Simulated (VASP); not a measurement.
# Ni (Fm-3m) in VASP: further runs

Runs on Ni. Level: PBE. Tasks: single point.

Everything below comes from runs of VASP 6.6.1. Logs are shortened: lines on timing, memory, paths and dates and some standing lists are left out, and cuts for length are marked.

### 1 The cell of the first run

The structure is cubic, space group Fm-3m (No. 225). Conventional cell: a = 3.535 Å, b = 3.535 Å, c = 3.535 Å, α = 90.00°, β = 90.00°, γ = 90.00°. Within 3.3 Å of Ni (site symmetry m-3m) lie 12 Ni at 2.50 Å.

### 2 Single point, PBE, collinear spin, zero start

INCAR

```
PREC = Accurate
ENCUT = 520
EDIFF = 1E-6
ISMEAR = -1
SIGMA = 0.1
LREAL = F
LASPH = T
NELM = 150
ALGO = Normal
ISIF = 2
LWAVE = F
LCHARG = T
ISPIN = 2
MAGMOM = 0
LORBIT = 11
NUPDOWN = 0.0
LMAXMIX = 4
GGA = PE
LELF = T
LVHAR = T
NBANDS = 15
```

KPOINTS

```
regular mesh
0
Gamma
  12 12 12
```

POSCAR

```
Ni
1.0
    0.0000000000      1.7673500000      1.7673500000
    1.7673500000      0.0000000000      1.7673500000
    1.7673500000      1.7673500000      0.0000000000
Ni
1
Direct
    0.0000000000      0.0000000000      0.0000000000
```

Potentials or basis: VASP PAW PBE potentials, release 64 (Ni).

The run is started by

```console
> cat potpaw_PBE.64/Ni/POTCAR > POTCAR
> mpirun -np 1 vasp_std > vasp.out
```

OUTCAR:

```text
PREC = Accurate
   ENCUT = 520
   EDIFF = 1E-6
   ISMEAR = -1
   LREAL = F
   LASPH = T
   NELM = 150
   ISIF = 2
   ISPIN = 2
   LORBIT = 11
   NUPDOWN = 0.0
   GGA = PE

 ion  position               nearest neighbor table
   1  0.000  0.000  0.000-

  LATTYP: Found a face centered cubic cell.
 ALAT       =     3.5347000000

  Lattice vectors:

 A1 = (   0.0000000000,   1.7673500000,   1.7673500000)
 A2 = (   1.7673500000,   0.0000000000,   1.7673500000)
 A3 = (   1.7673500000,   1.7673500000,   0.0000000000)

Analysis of symmetry for initial positions (statically):
=====================================================================
 Subroutine PRICEL returns:
 Original cell was already a primitive cell.

 Routine SETGRP: Setting up the symmetry group for a
 face centered cubic supercell.

 Subroutine GETGRP returns: Found 48 space group operations
 (whereof 48 operations were pure point group operations)
 out of a pool of 48 trial point group operations.

The static configuration has the point symmetry O_h .

Analysis of symmetry for dynamics (positions and initial velocities):
=====================================================================
 Subroutine PRICEL returns:
 Original cell was already a primitive cell.

 Routine SETGRP: Setting up the symmetry group for a
 face centered cubic supercell.

 Subroutine GETGRP returns: Found 48 space group operations
 (whereof 48 operations were pure point group operations)
 out of a pool of 48 trial point group operations.

The dynamic configuration has the point symmetry O_h .

Analysis of structural, dynamic, and magnetic symmetry:
=====================================================================
 Subroutine PRICEL returns:
 Original cell was already a primitive cell.

 Routine SETGRP: Setting up the symmetry group for a
 face centered cubic supercell.

 Subroutine GETGRP returns: Found 48 space group operations
 (whereof 48 operations were pure point group operations)
 out of a pool of 48 trial point group operations.

The overall configuration has the point symmetry O_h .

 Subroutine INISYM returns: Found 48 space group operations
 (whereof 48 operations are pure point group operations),
 and found     1 'primitive' translations

----------------------------------------------------------------------------------------

                                     Primitive cell

  volume of cell :      11.0407

  direct lattice vectors                    reciprocal lattice vectors
     0.000000000  1.767350000  1.767350000    -0.282909441  0.282909441  0.282909441
     1.767350000  0.000000000  1.767350000     0.282909441 -0.282909441  0.282909441
     1.767350000  1.767350000  0.000000000     0.282909441  0.282909441 -0.282909441

  length of vectors
     2.499410339  2.499410339  2.499410339     0.490013525  0.490013525  0.490013525

  position of ions in fractional coordinates (direct lattice)
     0.000000000  0.000000000  0.000000000

  ion indices of the primitive-cell ions
   primitive index   ion index
                 1           1

----------------------------------------------------------------------------------------

 KPOINTS: regular mesh

Automatic generation of k-mesh.
 Grid dimensions read from file:
 generate k-points for:   12   12   12

 Generating k-lattice:

  Cartesian coordinates                     Fractional coordinates (reciprocal lattice)
    -0.023575787  0.023575787  0.023575787     0.083333333  0.000000000  0.000000000
     0.023575787 -0.023575787  0.023575787     0.000000000  0.083333333  0.000000000
     0.023575787  0.023575787 -0.023575787     0.000000000  0.000000000  0.083333333

  Length of vectors
     0.040834460  0.040834460  0.040834460

  Shift w.r.t. Gamma in fractional coordinates (k-lattice)
     0.000000000  0.000000000  0.000000000

 Subroutine IBZKPT returns following result:
 ===========================================

 Found     72 irreducible k-points:

 Following reciprocal coordinates:
            Coordinates               Weight
  0.000000  0.000000  0.000000      1.000000
  0.083333  0.000000  0.000000      8.000000
  0.166667  0.000000  0.000000      8.000000
  0.250000  0.000000  0.000000      8.000000
  0.333333  0.000000  0.000000      8.000000
  0.416667  0.000000  0.000000      8.000000
[... 16 lines left out ...]
  0.500000  0.166667  0.000000     24.000000
 -0.416667  0.166667  0.000000     24.000000
 [... further k-points ...]
   k-points           NKPTS =     72   k-points in BZ     NKDIM =     72   number of bands    NBANDS=     15
   number of dos      NEDOS =    301   number of ions     NIONS =      1
   total plane-waves  NPLWV =   8000
   dimension x,y,z NGX =    20 NGY =   20 NGZ =   20
   dimension x,y,z NGXF=    40 NGYF=   40 NGZF=   40
   ions per type =               1
   NGX,Y,Z   is equivalent  to a cutoff of  13.30, 13.30, 13.30 a.u.
   NGXF,Y,Z  is equivalent  to a cutoff of  26.61, 26.61, 26.61 a.u.
 SYSTEM =  unknown system
   PREC   = accura    normal or accurate (medium, high low for compatibility)
   ISTART =      0    job   : 0-new  1-cont  2-samecut
   ICHARG =      2    charge: 1-file 2-atom 10-const
   ISPIN  =      2    spin polarized calculation?
   LNONCOLLINEAR =      F non collinear calculations
   LSORBIT =      F    spin-orbit coupling
   LASPH  =      T    aspherical Exc in radial PAW
   ENCUT  =  520.0 eV  38.22 Ry    6.18 a.u.   4.65  4.65  4.65*2*pi/ulx,y,z
   NELM   =    150;   NELMIN=  2; NELMDL= -5     # of ELM steps
   EDIFF  = 0.1E-05   stopping-criterion for ELM
   LREAL  =      F    real-space projection
   EDIFFG = 0.1E-04   stopping-criterion for IOM
   NSW    =      0    number of steps for IOM
   IBRION =     -1    ionic relax: 0-MD 1-quasi-New 2-CG
   NFREE  =      0    steps in history (QN), initial steepest desc. (CG)
   ISIF   =      2    stress and relaxation
   ISYM   =      2    0-nonsym 1-usesym 2-fastsym
   POTIM  = 0.5000    time-step for ionic-motion
   TEBEG  =    0.0;   TEEND  =   0.0 temperature during run
   PSTRESS=    0.0 pullay stress
   NELECT =      10.0000    total number of electrons
   NUPDOWN=       0.0000    fix difference up-down
   EMIN   =  10.00;   EMAX   =-10.00  energy-range for DOS
   EFERMI =   0.00;   METHOD = LEGACY
   ISMEAR =    -1;   SIGMA  =   0.10  broadening in eV -4-tet -1-fermi 0-gaus
   EFERMI_NEDOS =   21; number of points for ismear=-14 and -15
   IALGO  =     38    algorithm
   IMIX   =      4    mixing-type and parameters
     AMIX     =   0.40;   BMIX     =  1.00
     AMIX_MAG =   1.60;   BMIX_MAG =  1.00
  volume/ion in A,a.u.               =      11.04        74.51
  Fermi-wavevector in a.u.,A,eV,Ry     =   1.583953  2.993237 34.135750  2.508907
  Thomas-Fermi vector in A             =   2.683645
   LORBIT       =     11    0 simple, 1 ext, 2 COOP (PROOUT), +10 PAW based schemes
   GGA     = PE    functional components
   LHFCALC =     F    Hartree Fock is set to
   AEXX    =    0.0000 exact exchange contribution
   IVDW    =     0    specifies the selected vdW correction
   LEPSILON=     F    determine dielectric tensor
   LRPA    =     F    only Hartree local field effects (RPA)
 spin polarized calculation
  energy-cutoff  :      520.00
  volume of cell :       11.04
 maximum number of plane-waves:       310
   NGX =  9   NGY =  9   NGZ =  9

 number of electron      10.0000010 magnetization       0.0000000

 number of electron      10.0000010 magnetization      -0.0000000

 Free energy of the ion-electron system (eV)
  ---------------------------------------------------
  ext. energy  EPLUGINS =         0.00000000
  ---------------------------------------------------
  free energy    TOTEN  =        -5.46660905 eV

  energy without entropy =       -5.38132992  energy(sigma->0) =       -5.42396949

 E-fermi :   9.0066     XC(G=0): -13.1676

 val. band max:        8.9910929517   @ k =   0.5000   0.1667   0.0000
 cond. band min:       9.0180110678   @ k =   0.5000   0.2500   0.0000
 fundamental gap:      0.0269181161
 Fermi energy:         9.0066425924

 spin component 1

 k-point     1 :       0.0000    0.0000    0.0000
  band No.  band energies     occupation
      1       0.2438      1.00000
      2       7.1734      1.00000
      3       7.1734      1.00000
      4       7.1734      1.00000
      5       8.2438      0.99951
      6       8.2438      0.99951
      7      32.6864      0.00000
      8      36.5063      0.00000
      9      36.5063      0.00000
     10      36.5063      0.00000
     11      39.4627      0.00000
     12      39.4627      0.00000
     13      39.4627      0.00000
     14      42.3344      0.00000
     15      48.6366      0.00000
[... 397 lines left out ...]
 k-point    24 :      -0.4167    0.1667    0.0000
  band No.  band energies     occupation
      1       5.2095      1.00000
      2       6.6619      1.00000
      3       7.2658      1.00000
      4       7.4940      1.00000
      5       8.8373      0.84465
      6      11.4877      0.00000
      7      15.4098      0.00000
      8      25.7908      0.00000
      9      30.5102      0.00000
     10      31.7104      0.00000
     11      40.8084      0.00000
     12      41.2815      0.00000
     13      48.2004      0.00000
     14      50.8984      0.00000
     15      52.0848      0.00000

 [... further k-points ...]

 spin component 2

 k-point     1 :       0.0000    0.0000    0.0000
  band No.  band energies     occupation
      1       0.2438      1.00000
      2       7.1734      1.00000
      3       7.1734      1.00000
      4       7.1734      1.00000
      5       8.2438      0.99951
      6       8.2438      0.99951
      7      32.6864      0.00000
      8      36.5063      0.00000
      9      36.5063      0.00000
     10      36.5063      0.00000
     11      39.4627      0.00000
     12      39.4627      0.00000
     13      39.4627      0.00000
     14      42.3343      0.00000
     15      48.6365      0.00000
[... 397 lines left out ...]
 k-point    24 :      -0.4167    0.1667    0.0000
  band No.  band energies     occupation
      1       5.2095      1.00000
      2       6.6619      1.00000
      3       7.2658      1.00000
      4       7.4940      1.00000
      5       8.8373      0.84465
      6      11.4877      0.00000
      7      15.4098      0.00000
      8      25.7908      0.00000
      9      30.5102      0.00000
     10      31.7104      0.00000
     11      40.8085      0.00000
     12      41.2815      0.00000
     13      48.2004      0.00000
     14      50.8984      0.00000
     15      52.0849      0.00000

 [... further k-points ...]
[... 5 lines left out ...]
  --------------------------------------------------------------------------------------
  -------------------------------------------------------------------------------------
  Total       -0.2299383     -0.2299383     -0.2299383     -0.0000000      0.0000000     -0.0000000
  in kB      -33.3675459    -33.3675459    -33.3675459     -0.0000000      0.0000000     -0.0000000
  external PRESSURE =     -33.3675459 kB  Pullay stress =       0.0000000 kB

 VOLUME and BASIS-vectors are now :
 -----------------------------------------------------------------------------
  energy-cutoff  :      520.00
  volume of cell :       11.04
      direct lattice vectors                 reciprocal lattice vectors
     0.000000000  1.767350000  1.767350000    -0.282909441  0.282909441  0.282909441
     1.767350000  0.000000000  1.767350000     0.282909441 -0.282909441  0.282909441
     1.767350000  1.767350000  0.000000000     0.282909441  0.282909441 -0.282909441

 POSITION                                       TOTAL-FORCE (eV/Angst)
 -----------------------------------------------------------------------------------
      0.00000      0.00000      0.00000         0.000000      0.000000      0.000000
 -----------------------------------------------------------------------------------
    total drift:                               -0.000000     -0.000000     -0.000000

  FREE ENERGIE OF THE ION-ELECTRON SYSTEM (eV)
  ---------------------------------------------------
  free  energy   TOTEN  =        -5.4666090486 eV

  energy  without entropy=       -5.3813299221  energy(sigma->0) =       -5.42396949

 total charge

# of ion       s       p       d       tot
------------------------------------------
    1        0.488   0.480   8.319   9.287

 magnetization (x)

# of ion       s       p       d       tot
------------------------------------------
    1        0.000   0.000  -0.000  -0.000
```

Run time: 20 s. Hardware: 1 thread of AMD EPYC 7R13 (Zen 3), shared host; peak memory 0.11 GiB.

What came out:

```yaml
Free_energy: -5.4666 eV
Pressure: -3.3 GPa
Net_moment: 0.00 μB per cell
Valence_electrons_inside_the_program's_atomic_spheres: Ni 9.29
```

Caveat: the total moment is fixed, so each spin has its own Fermi level.

### 3 Single point, PBE, collinear spin, ferromagnetic start

INCAR

```
PREC = Accurate
ENCUT = 520
EDIFF = 1E-6
ISMEAR = -1
SIGMA = 0.1
LREAL = F
LASPH = T
NELM = 150
ALGO = Normal
ISIF = 2
LWAVE = F
LCHARG = F
ISPIN = 2
MAGMOM = 2
LORBIT = 11
LMAXMIX = 4
GGA = PE
NBANDS = 15
```

KPOINTS

```
Automatic mesh
0
Gamma
  12 12 12
```

POSCAR is that of step 2.

Potentials or basis: VASP PAW PBE potentials, release 64 (Ni).

The run is started by

```console
> cat potpaw_PBE.64/Ni/POTCAR > POTCAR
> mpirun -np 1 vasp_std > vasp.out
```

Run time: 22 s. Hardware: 1 thread of AMD EPYC 7R13 (Zen 3), shared host; peak memory 0.11 GiB.

It converged, with:

```yaml
Free_energy: -5.4967 eV
Pressure: -2.1 GPa
Net_moment: 0.64 μB per cell
Site_moments: Ni +0.65 μB
Valence_electrons_inside_the_program's_atomic_spheres: Ni 9.28
```

Levels at points of the mesh, in eV from the Fermi level:
Spin up:
```tsv
k point	band 1	band 2	band 3	band 4	band 5	band 6	band 7	band 8	band 9	band 10
(0.00, 0.00, 0.00)	-8.89	-2.38	-2.38	-2.38	-1.24	-1.24	23.62	27.36	27.36	27.36
(0.50, 0.00, 0.00)	-4.74	-2.37	-2.37	-0.60	-0.60	-0.25	5.57	22.11	24.43	24.43
(0.50, 0.50, 0.00)	-4.55	-4.10	-0.55	-0.46	-0.46	2.46	9.10	14.70	14.70	19.56
```
Spin down:
| k point | band 1 | band 2 | band 3 | band 4 | band 5 | band 6 | band 7 | band 8 | band 9 |
| --- | --- | --- | --- | --- | --- | --- | --- | --- | --- |
| (0.00, 0.00, 0.00) | -8.93 | -1.63 | -1.63 | -1.63 | -0.63 | -0.63 | 23.45 | 27.35 | 27.35 |
| (0.50, 0.00, 0.00) | -4.31 | -1.74 | -1.74 | -0.31 | 0.17 | 0.17 | 6.00 | 21.96 | 24.52 |
| (0.50, 0.50, 0.00) | -4.19 | -3.49 | 0.09 | 0.40 | 0.40 | 2.41 | 9.35 | 14.71 | 14.71 |

### 4 Single point, PBE, collinear spin, ferromagnetic start

INCAR

```
SYSTEM = Ni
PREC = Accurate
ENCUT = 520
EDIFF = 1E-7
ISMEAR = -1
SIGMA = 0.1
LREAL = .False.
LASPH = .True.
NELM = 150
ALGO = Normal
ISIF = 2
LWAVE = .False.
LCHARG = .True.
ISPIN = 2
MAGMOM = 0.48
LORBIT = 11
NUPDOWN = 0.48
LMAXMIX = 4
GGA = PE
LELF = .True.
LVHAR = .True.
NBANDS = 15
```

KPOINTS

```
regular mesh
0
Gamma
  12 12 12
  0 0 0
```

POSCAR is that of step 3.

The run is started by

```console
> cat potpaw_PBE.64/Ni/POTCAR > POTCAR
> mpirun -np 1 vasp_std > vasp.out
```

It took 24 s on 1 thread of AMD EPYC 7R13 (Zen 3), shared host; peak memory 0.11 GiB.

It converged, with:

* Free energy: -5.4910 eV
* Pressure: -2.8 GPa
* Net moment: 0.48 μB per cell
* Site moments: Ni +0.49 μB
* Valence electrons inside the program's atomic spheres: Ni 9.29

Caveat: the total moment is fixed, so each spin has its own Fermi level.

### 5 Single point, PBE, collinear spin, ferromagnetic start

INCAR

```
PREC = Accurate
ENCUT = 520
EDIFF = 1E-6
ISMEAR = -1
SIGMA = 0.1
LREAL = F
LASPH = T
NELM = 150
ALGO = Normal
ISIF = 2
LWAVE = F
LCHARG = T
ISPIN = 2
MAGMOM = 0.97
LORBIT = 11
NUPDOWN = 0.97
LMAXMIX = 4
GGA = PE
LELF = T
LVHAR = T
NBANDS = 15
```

KPOINTS

```
Automatic mesh
0
Gamma
  12 12 12
```

POSCAR is that of step 4.

The run is started by

```console
> cat potpaw_PBE.64/Ni/POTCAR > POTCAR
> mpirun -np 1 vasp_std > vasp.out
```

It took 23 s on 1 thread of AMD EPYC 7R13 (Zen 3), shared host; peak memory 0.11 GiB.

Results (log left out):

```
Free energy                                           : -5.4134 eV
Pressure                                              : 0.5 GPa
Net moment                                            : 0.97 μB per cell
Site moments                                          : Ni +0.96 μB
Valence electrons inside the program's atomic spheres : Ni 9.27
```

Caveat: the total moment is fixed, so each spin has its own Fermi level.

### 6 Single point, PBE, collinear spin, ferromagnetic start

INCAR

```
ALGO = Normal
EDIFF = 1E-6
ENCUT = 520
GGA = PE
ISIF = 2
ISMEAR = -1
ISPIN = 2
LASPH = True
LCHARG = True
LELF = True
LMAXMIX = 4
LORBIT = 11
LREAL = False
LVHAR = True
LWAVE = False
MAGMOM = 1.45
NBANDS = 15
NELM = 150
NUPDOWN = 1.45
PREC = Accurate
SIGMA = 0.1
```

KPOINTS

```
k-points
0
Gamma
  12 12 12
```

POSCAR is that of step 5.

Potentials or basis: VASP PAW PBE potentials, release 64 (Ni).

The run is started by

```console
> cat potpaw_PBE.64/Ni/POTCAR > POTCAR
> mpirun -np 1 vasp_std > vasp.out
```

Wall time 23 s (1 thread of AMD EPYC 7R13 (Zen 3), shared host); peak memory 0.11 GiB.

It converged, with:

- Free energy: -4.9559 eV
- Pressure: 8.1 GPa
- Net moment: 1.45 μB per cell
- Site moments: Ni +1.40 μB
- Valence electrons inside the program's atomic spheres: Ni 9.25

Caveat: the total moment is fixed, so each spin has its own Fermi level.

### 7 Overview

| spin | fixed moment (μB) | pressure (GPa) | moment (μB) |
| --- | --- | --- | --- |
| collinear, zero start | 0.0 | -3.3 | 0.00 |
| collinear, ferromagnetic start | - | -2.1 | 0.64 |
| collinear, ferromagnetic start | 0.48 | -2.8 | 0.48 |
| collinear, ferromagnetic start | 0.97 | 0.5 | 0.97 |
| collinear, ferromagnetic start | 1.45 | 8.1 | 1.45 |

Alike in all rows: task single point; level PBE; potentials or basis VASP PAW PBE potentials, release 64 (Ni); cell as given; k mesh 12 × 12 × 12; cutoff (eV) 520; smearing fermi-dirac 0.1 eV.

Caveats: the total moment is fixed, so each spin has its own Fermi level (some runs).

Total energies depend on the potentials used, so only differences within one code and one set of settings carry meaning.
